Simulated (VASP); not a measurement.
# LiH (I4/mmm) in VASP: further runs

LiH is run at these levels: PBE; tasks: single point.

Program: VASP 6.6.1. These are calculated values, not measurements. Logs are shortened: lines on timing, memory, paths and dates and some standing lists are left out, and cuts for length are marked.

## (1) The cell of the first run

It takes space group I4/mmm (No. 139, tetragonal). The conventional cell has a = 2.644 Å, b = 2.644 Å, c = 4.228 Å, α = 90.00°, β = 90.00°, γ = 90.00°. Li (site symmetry 4/mmm) has 6 H at 1.87 to 2.11 Å within 2.5 Å. H (site symmetry 4/mmm) has 6 Li at 1.87 to 2.11 Å within 2.5 Å.

## (2) Single point, PBE (strain -0.080 along x and y, +0.040 along z)

File INCAR:

```
SYSTEM = LiH
PREC     = Accurate       ! precision mode
ENCUT    = 520            ! plane-wave cutoff, eV
EDIFF    = 1E-6           ! SCF threshold, eV
ISMEAR   = 0              ! smearing method
SIGMA    = 0.05           ! smearing width, eV
LREAL    = .FALSE.        ! projectors in reciprocal space
LASPH    = .TRUE.         ! aspherical terms in the spheres
NELM     = 100            ! most SCF steps
ALGO     = Normal         ! electronic algorithm
ISIF     = 2              ! what is computed and relaxed
LWAVE    = .FALSE.        ! write WAVECAR
LCHARG   = .FALSE.        ! write CHGCAR
GGA      = PE             ! functional
NBANDS   = 9              ! bands
```

File KPOINTS:

```
regular mesh
0
G
  10 10 10
  0 0 0
```

File POSCAR:

```
LiH
1.0
    0.0000000000      1.8699000000      2.1138000000
    1.8699000000      0.0000000000      2.1138000000
    1.8699000000      1.8699000000      0.0000000000
Li H
1 1
Direct
    0.0000000000      0.0000000000      0.0000000000
    0.5000000000      0.5000000000      0.5000000000
```

Potentials or basis: VASP PAW PBE potentials, release 64 (Li_sv, H).

Started as:

```sh
cat potpaw_PBE.64/Li_sv/POTCAR potpaw_PBE.64/H/POTCAR > POTCAR
mpirun -np 1 vasp_std > vasp.out
```

OUTCAR:

```text
SYSTEM = LiH
   PREC = Accurate
   ENCUT = 520
   EDIFF = 1E-6
   ISMEAR = 0
   LREAL = .FALSE.
   LASPH = .TRUE.
   NELM = 100
   ISIF = 2
   GGA = PE

 ion  position               nearest neighbor table
   1  0.000  0.000  0.000-
   2  0.500  0.500  0.500-

  LATTYP: Found a body centered tetragonal cell.
 ALAT       =     2.6444379403
 C/A-ratio  =     1.5986762009

  Lattice vectors:

 A1 = (  -1.8699000000,   0.0000000000,   2.1138000000)
 A2 = (   1.8699000000,   0.0000000000,   2.1138000000)
 A3 = (   0.0000000000,   1.8699000000,  -2.1138000000)

Analysis of symmetry for initial positions (statically):
=====================================================================
 Subroutine PRICEL returns:
 Original cell was already a primitive cell.

 Routine SETGRP: Setting up the symmetry group for a
 body centered tetragonal supercell.

 Subroutine GETGRP returns: Found 16 space group operations
 (whereof 16 operations were pure point group operations)
 out of a pool of 16 trial point group operations.

The static configuration has the point symmetry D_4h.

Analysis of symmetry for dynamics (positions and initial velocities):
=====================================================================
 Subroutine PRICEL returns:
 Original cell was already a primitive cell.

 Routine SETGRP: Setting up the symmetry group for a
 body centered tetragonal supercell.

 Subroutine GETGRP returns: Found 16 space group operations
 (whereof 16 operations were pure point group operations)
 out of a pool of 16 trial point group operations.

The dynamic configuration has the point symmetry D_4h.

 Subroutine INISYM returns: Found 16 space group operations
 (whereof 16 operations are pure point group operations),
 and found     1 'primitive' translations

----------------------------------------------------------------------------------------

                                     Primitive cell

  volume of cell :      14.7819

  direct lattice vectors                    reciprocal lattice vectors
     0.000000000  1.869900000  2.113800000    -0.267393978  0.267393978  0.236540827
     1.869900000  0.000000000  2.113800000     0.267393978 -0.267393978  0.236540827
     1.869900000  1.869900000  0.000000000     0.267393978  0.267393978 -0.236540827

  length of vectors
     2.822175836  2.822175836  2.644437940     0.446038835  0.446038835  0.446038835

  position of ions in fractional coordinates (direct lattice)
[... 79 lines left out ...]
   EDIFF  = 0.1E-05   stopping-criterion for ELM
   LREAL  =      F    real-space projection
   EDIFFG = 0.1E-04   stopping-criterion for IOM
   NSW    =      0    number of steps for IOM
   IBRION =     -1    ionic relax: 0-MD 1-quasi-New 2-CG
   NFREE  =      0    steps in history (QN), initial steepest desc. (CG)
   ISIF   =      2    stress and relaxation
   ISYM   =      2    0-nonsym 1-usesym 2-fastsym
   POTIM  = 0.5000    time-step for ionic-motion
   TEBEG  =    0.0;   TEEND  =   0.0 temperature during run
   PSTRESS=    0.0 pullay stress
   NELECT =       4.0000    total number of electrons
   NUPDOWN=      -1.0000    fix difference up-down
   EMIN   =  10.00;   EMAX   =-10.00  energy-range for DOS
   EFERMI =   0.00;   METHOD = LEGACY
   ISMEAR =     0;   SIGMA  =   0.05  broadening in eV -4-tet -1-fermi 0-gaus
   EFERMI_NEDOS =   21; number of points for ismear=-14 and -15
   IALGO  =     38    algorithm
   IMIX   =      4    mixing-type and parameters
     AMIX     =   0.40;   BMIX     =  1.00
     AMIX_MAG =   1.60;   BMIX_MAG =  1.00
  volume/ion in A,a.u.               =       7.39        49.88
  Fermi-wavevector in a.u.,A,eV,Ry     =   1.058891  2.001014 15.255536  1.121250
  Thomas-Fermi vector in A             =   2.194217
   LORBIT       =      0    0 simple, 1 ext, 2 COOP (PROOUT), +10 PAW based schemes
   GGA     = PE    functional components
   LHFCALC =     F    Hartree Fock is set to
   AEXX    =    0.0000 exact exchange contribution
   IVDW    =     0    specifies the selected vdW correction
   LEPSILON=     F    determine dielectric tensor
   LRPA    =     F    only Hartree local field effects (RPA)
 non-spin polarized calculation
 Gauss-broadening in eV      SIGMA  =   0.05
  energy-cutoff  :      520.00
  volume of cell :       14.78
 maximum number of plane-waves:       406
 NGX is ok and might be reduce to    24
   NGX = 11   NGY = 11   NGZ =  9

 number of electron       4.0000001 magnetization

 Free energy of the ion-electron system (eV)
  ---------------------------------------------------
  ext. energy  EPLUGINS =         0.00000000
  ---------------------------------------------------
  free energy    TOTEN  =        -6.07227678 eV

  energy without entropy =       -6.07227678  energy(sigma->0) =       -6.07227678

 E-fermi :   1.0615     XC(G=0):  -8.7721

 val. band max:        0.8433574556   @ k =   0.5000   0.0000   0.5000
 cond. band min:       2.3742527352   @ k =   0.5000   0.5000   0.0000
 fundamental gap:      1.5308952796
 Fermi energy:         1.0615388448

 k-point     1 :       0.0000    0.0000    0.0000
  band No.  band energies     occupation
      1     -43.7051      2.00000
      2      -5.2321      2.00000
      3      17.2644      0.00000
      4      19.0882      0.00000
      5      19.0882      0.00000
      6      19.9612      0.00000
      7      23.8735      0.00000
      8      24.6368      0.00000
      9      24.6368      0.00000
[... 265 lines left out ...]
 k-point    24 :       0.4000    0.3000    0.0000
  band No.  band energies     occupation
      1     -43.6512      2.00000
      2      -2.3254      2.00000
      3       6.0347      0.00000
      4      12.3285      0.00000
      5      14.1199      0.00000
      6      18.7291      0.00000
      7      20.2735      0.00000
      8      31.0278      0.00000
      9      33.9346      0.00000

 [... further k-points ...]
[... 5 lines left out ...]
  --------------------------------------------------------------------------------------
  -------------------------------------------------------------------------------------
  Total        0.7285080      0.7285080     -0.2532619      0.0000000      0.0000000     -0.0000000
  in kB       78.9612904     78.9612904    -27.4504674      0.0000000      0.0000000     -0.0000000
  external PRESSURE =      43.4907045 kB  Pullay stress =       0.0000000 kB

 VOLUME and BASIS-vectors are now :
 -----------------------------------------------------------------------------
  energy-cutoff  :      520.00
  volume of cell :       14.78
      direct lattice vectors                 reciprocal lattice vectors
     0.000000000  1.869900000  2.113800000    -0.267393978  0.267393978  0.236540827
     1.869900000  0.000000000  2.113800000     0.267393978 -0.267393978  0.236540827
     1.869900000  1.869900000  0.000000000     0.267393978  0.267393978 -0.236540827

 POSITION                                       TOTAL-FORCE (eV/Angst)
 -----------------------------------------------------------------------------------
      0.00000      0.00000      0.00000         0.000000     -0.000000     -0.000000
      1.86990      1.86990      2.11380        -0.000000      0.000000      0.000000
 -----------------------------------------------------------------------------------
    total drift:                                0.000000     -0.000000     -0.000000

  FREE ENERGIE OF THE ION-ELECTRON SYSTEM (eV)
  ---------------------------------------------------
  free  energy   TOTEN  =        -6.0722767763 eV

  energy  without entropy=       -6.0722767763  energy(sigma->0) =       -6.07227678
```

It took 6.9 s on 1 thread of Intel Xeon 6975P-C, shared host; peak memory 0.13 GiB.

Results:

* Free energy: -6.0723 eV
* Band gap on the k mesh: 1.53 eV, indirect (least direct gap 2.54 eV)

Levels at points of the mesh, in eV from the valence-band top:
| k point | band 1 | band 2 | band 3 | band 4 | band 5 | band 6 | band 7 |
| --- | --- | --- | --- | --- | --- | --- | --- |
| (0.00, 0.00, 0.00) | -44.55 | -6.08 | 16.42 | 18.24 | 18.24 | 19.12 | 23.03 |
| (0.50, 0.00, 0.00) | -44.48 | -3.22 | 4.86 | 13.10 | 17.04 | 18.08 | 18.33 |
| (0.50, 0.50, 0.00) | -44.48 | -1.01 | 1.53 | 12.36 | 12.36 | 15.61 | 19.05 |
| (0.50, 0.00, 0.50) | -44.45 | 0.00 | 3.20 | 9.80 | 10.91 | 13.69 | 17.86 |

Caveat: the cell differs from its parent crystal (strain -0.080 along x and y, +0.040 along z); the cutoff is under 1.25 times the usual one of these potentials, so pressure, stress and relaxed cells hold a basis-set (Pulay) error. A k mesh can miss the band edges.

## (3) Single point, PBE (strain -0.080 along x and y, +0.080 along z)

File INCAR:

```
  ALGO = Normal
  EDIFF = 1E-6
  ENCUT = 520
  GGA = PE
  ISIF = 2
  ISMEAR = 0
  LASPH = T
  LCHARG = F
  LREAL = F
  LWAVE = F
  NBANDS = 9
  NELM = 60
  PREC = Accurate
  SIGMA = 0.05
```

File KPOINTS:

```
k-points
0
Gamma
  10 10 10
```

File POSCAR:

```
LiH
1.0
    0.0000000000      1.8699000000      2.1951000000
    1.8699000000      0.0000000000      2.1951000000
    1.8699000000      1.8699000000      0.0000000000
Li H
1 1
Direct
    0.0000000000      0.0000000000      0.0000000000
    0.5000000000      0.5000000000      0.5000000000
```

Potentials or basis: VASP PAW PBE potentials, release 64 (Li_sv, H).

Started as:

```sh
cat potpaw_PBE.64/Li_sv/POTCAR potpaw_PBE.64/H/POTCAR > POTCAR
mpirun -np 1 vasp_std > vasp.out
```

OUTCAR:

```text
EDIFF = 1E-6
   ENCUT = 520
   GGA = PE
   ISIF = 2
   ISMEAR = 0
   LASPH = T
   LREAL = F
   NELM = 60
   PREC = Accurate

 ion  position               nearest neighbor table
   1  0.000  0.000  0.000-
   2  0.500  0.500  0.500-

  LATTYP: Found a body centered tetragonal cell.
 ALAT       =     2.6444379403
 C/A-ratio  =     1.6601637471

  Lattice vectors:

 A1 = (  -1.8699000000,   0.0000000000,   2.1951000000)
 A2 = (   1.8699000000,   0.0000000000,   2.1951000000)
 A3 = (   0.0000000000,   1.8699000000,  -2.1951000000)

Analysis of symmetry for initial positions (statically):
=====================================================================
 Subroutine PRICEL returns:
 Original cell was already a primitive cell.

 Routine SETGRP: Setting up the symmetry group for a
 body centered tetragonal supercell.

 Subroutine GETGRP returns: Found 16 space group operations
 (whereof 16 operations were pure point group operations)
 out of a pool of 16 trial point group operations.

The static configuration has the point symmetry D_4h.

Analysis of symmetry for dynamics (positions and initial velocities):
=====================================================================
 Subroutine PRICEL returns:
 Original cell was already a primitive cell.

 Routine SETGRP: Setting up the symmetry group for a
 body centered tetragonal supercell.

 Subroutine GETGRP returns: Found 16 space group operations
 (whereof 16 operations were pure point group operations)
 out of a pool of 16 trial point group operations.

The dynamic configuration has the point symmetry D_4h.

 Subroutine INISYM returns: Found 16 space group operations
 (whereof 16 operations are pure point group operations),
 and found     1 'primitive' translations

----------------------------------------------------------------------------------------

                                     Primitive cell

  volume of cell :      15.3504

  direct lattice vectors                    reciprocal lattice vectors
     0.000000000  1.869900000  2.195100000    -0.267393978  0.267393978  0.227780056
     1.869900000  0.000000000  2.195100000     0.267393978 -0.267393978  0.227780056
     1.869900000  1.869900000  0.000000000     0.267393978  0.267393978 -0.227780056

  length of vectors
     2.883572441  2.883572441  2.644437940     0.441455358  0.441455358  0.441455358

  position of ions in fractional coordinates (direct lattice)
     0.000000000  0.000000000  0.000000000
     0.500000000  0.500000000  0.500000000

  ion indices of the primitive-cell ions
   primitive index   ion index
                 1           1
                 2           2

----------------------------------------------------------------------------------------

 KPOINTS: k-points

Automatic generation of k-mesh.
 Grid dimensions read from file:
 generate k-points for:   10   10   10

 Generating k-lattice:

  Cartesian coordinates                     Fractional coordinates (reciprocal lattice)
    -0.026739398  0.026739398  0.022778006     0.100000000  0.000000000  0.000000000
     0.026739398 -0.026739398  0.022778006     0.000000000  0.100000000  0.000000000
     0.026739398  0.026739398 -0.022778006     0.000000000  0.000000000  0.100000000

  Length of vectors
     0.044145536  0.044145536  0.044145536

  Shift w.r.t. Gamma in fractional coordinates (k-lattice)
     0.000000000  0.000000000  0.000000000

 Subroutine IBZKPT returns following result:
 ===========================================

 Found    102 irreducible k-points:

 Following reciprocal coordinates:
            Coordinates               Weight
  0.000000  0.000000  0.000000      1.000000
  0.100000 -0.000000  0.000000      8.000000
  0.200000 -0.000000  0.000000      8.000000
  0.300000 -0.000000  0.000000      8.000000
  0.400000 -0.000000  0.000000      8.000000
  0.500000 -0.000000  0.000000      4.000000
[... 16 lines left out ...]
  0.300000  0.300000  0.000000      2.000000
  0.400000  0.300000  0.000000      8.000000
 [... further k-points ...]
   k-points           NKPTS =    102   k-points in BZ     NKDIM =    102   number of bands    NBANDS=      9
   number of dos      NEDOS =    301   number of ions     NIONS =      2
   total plane-waves  NPLWV =  11520
   dimension x,y,z NGX =    24 NGY =   24 NGZ =   20
   dimension x,y,z NGXF=    48 NGYF=   48 NGZF=   40
   ions per type =               1   1
   NGX,Y,Z   is equivalent  to a cutoff of  13.84, 13.84, 12.57 a.u.
   NGXF,Y,Z  is equivalent  to a cutoff of  27.67, 27.67, 25.15 a.u.
 SYSTEM =  unknown system
   PREC   = accura    normal or accurate (medium, high low for compatibility)
   ISTART =      0    job   : 0-new  1-cont  2-samecut
   ICHARG =      2    charge: 1-file 2-atom 10-const
   ISPIN  =      1    spin polarized calculation?
   LNONCOLLINEAR =      F non collinear calculations
   LSORBIT =      F    spin-orbit coupling
   LASPH  =      T    aspherical Exc in radial PAW
   ENCUT  =  520.0 eV  38.22 Ry    6.18 a.u.   5.36  5.36  4.92*2*pi/ulx,y,z
   NELM   =     60;   NELMIN=  2; NELMDL= -5     # of ELM steps
   EDIFF  = 0.1E-05   stopping-criterion for ELM
   LREAL  =      F    real-space projection
   EDIFFG = 0.1E-04   stopping-criterion for IOM
   NSW    =      0    number of steps for IOM
   IBRION =     -1    ionic relax: 0-MD 1-quasi-New 2-CG
   NFREE  =      0    steps in history (QN), initial steepest desc. (CG)
   ISIF   =      2    stress and relaxation
   ISYM   =      2    0-nonsym 1-usesym 2-fastsym
   POTIM  = 0.5000    time-step for ionic-motion
   TEBEG  =    0.0;   TEEND  =   0.0 temperature during run
   PSTRESS=    0.0 pullay stress
   NELECT =       4.0000    total number of electrons
   NUPDOWN=      -1.0000    fix difference up-down
   EMIN   =  10.00;   EMAX   =-10.00  energy-range for DOS
   EFERMI =   0.00;   METHOD = LEGACY
   ISMEAR =     0;   SIGMA  =   0.05  broadening in eV -4-tet -1-fermi 0-gaus
   EFERMI_NEDOS =   21; number of points for ismear=-14 and -15
   IALGO  =     38    algorithm
   IMIX   =      4    mixing-type and parameters
     AMIX     =   0.40;   BMIX     =  1.00
     AMIX_MAG =   1.60;   BMIX_MAG =  1.00
  volume/ion in A,a.u.               =       7.68        51.79
  Fermi-wavevector in a.u.,A,eV,Ry     =   1.045654  1.975999 14.876492  1.093391
  Thomas-Fermi vector in A             =   2.180458
   LORBIT       =      0    0 simple, 1 ext, 2 COOP (PROOUT), +10 PAW based schemes
   GGA     = PE    functional components
   LHFCALC =     F    Hartree Fock is set to
   AEXX    =    0.0000 exact exchange contribution
   IVDW    =     0    specifies the selected vdW correction
   LEPSILON=     F    determine dielectric tensor
   LRPA    =     F    only Hartree local field effects (RPA)
 non-spin polarized calculation
 Gauss-broadening in eV      SIGMA  =   0.05
  energy-cutoff  :      520.00
  volume of cell :       15.35
 maximum number of plane-waves:       425
 NGX is ok and might be reduce to    24
   NGX = 11   NGY = 11   NGZ =  9

 number of electron       3.9999999 magnetization

 Free energy of the ion-electron system (eV)
  ---------------------------------------------------
  ext. energy  EPLUGINS =         0.00000000
  ---------------------------------------------------
  free energy    TOTEN  =        -6.05982812 eV

  energy without entropy =       -6.05982812  energy(sigma->0) =       -6.05982812

 E-fermi :   1.0873     XC(G=0):  -8.6340

 val. band max:        0.7505284992   @ k =   0.5000   0.0000   0.5000
 cond. band min:       1.9846818943   @ k =   0.5000   0.5000   0.0000
 fundamental gap:      1.2341533951
 Fermi energy:         1.0872566080

 k-point     1 :       0.0000    0.0000    0.0000
  band No.  band energies     occupation
      1     -43.9095      2.00000
      2      -5.2640      2.00000
      3      16.2697      0.00000
      4      18.5036      0.00000
      5      18.5036      0.00000
      6      19.3838      0.00000
      7      23.1947      0.00000
      8      23.7540      0.00000
      9      24.1917      0.00000

 k-point     2 :       0.1000   -0.0000    0.0000
  band No.  band energies     occupation
      1     -43.9039      2.00000
      2      -5.0861      2.00000
      3      14.9060      0.00000
      4      17.3896      0.00000
      5      18.3772      0.00000
      6      18.6828      0.00000
      7      22.3985      0.00000
      8      24.0655      0.00000
      9      24.8647      0.00000
[... 253 lines left out ...]
 k-point    24 :       0.4000    0.3000    0.0000
  band No.  band energies     occupation
      1     -43.8665      2.00000
      2      -2.5184      2.00000
      3       5.3671      0.00000
      4      12.2462      0.00000
      5      14.0997      0.00000
      6      18.5174      0.00000
      7      20.0310      0.00000
      8      29.9045      0.00000
      9      33.5262      0.00000

 [... further k-points ...]
[... 5 lines left out ...]
  --------------------------------------------------------------------------------------
  -------------------------------------------------------------------------------------
  Total        0.6940205      0.6940205     -0.4436959      0.0000000     -0.0000000      0.0000000
  in kB       72.4372316     72.4372316    -46.3100208      0.0000000     -0.0000000      0.0000000
  external PRESSURE =      32.8548141 kB  Pullay stress =       0.0000000 kB

 VOLUME and BASIS-vectors are now :
 -----------------------------------------------------------------------------
  energy-cutoff  :      520.00
  volume of cell :       15.35
      direct lattice vectors                 reciprocal lattice vectors
     0.000000000  1.869900000  2.195100000    -0.267393978  0.267393978  0.227780056
     1.869900000  0.000000000  2.195100000     0.267393978 -0.267393978  0.227780056
     1.869900000  1.869900000  0.000000000     0.267393978  0.267393978 -0.227780056

 POSITION                                       TOTAL-FORCE (eV/Angst)
 -----------------------------------------------------------------------------------
      0.00000      0.00000      0.00000         0.000000      0.000000      0.000000
      1.86990      1.86990      2.19510         0.000000      0.000000     -0.000000
 -----------------------------------------------------------------------------------
    total drift:                                0.000000     -0.000000     -0.000000

  FREE ENERGIE OF THE ION-ELECTRON SYSTEM (eV)
  ---------------------------------------------------
  free  energy   TOTEN  =        -6.0598281213 eV

  energy  without entropy=       -6.0598281213  energy(sigma->0) =       -6.05982812
```

Run time: 7.2 s. Hardware: 1 thread of Intel Xeon 6975P-C, shared host; peak memory 0.13 GiB.

What came out:

- Free energy: -6.0598 eV
- Band gap on the k mesh: 1.23 eV, indirect (least direct gap 2.55 eV)

Caveat: the cell differs from its parent crystal (strain -0.080 along x and y, +0.080 along z); the cutoff is under 1.25 times the usual one of these potentials, so pressure, stress and relaxed cells hold a basis-set (Pulay) error. A k mesh can miss the band edges.

(Continued in part 2 of 2.)
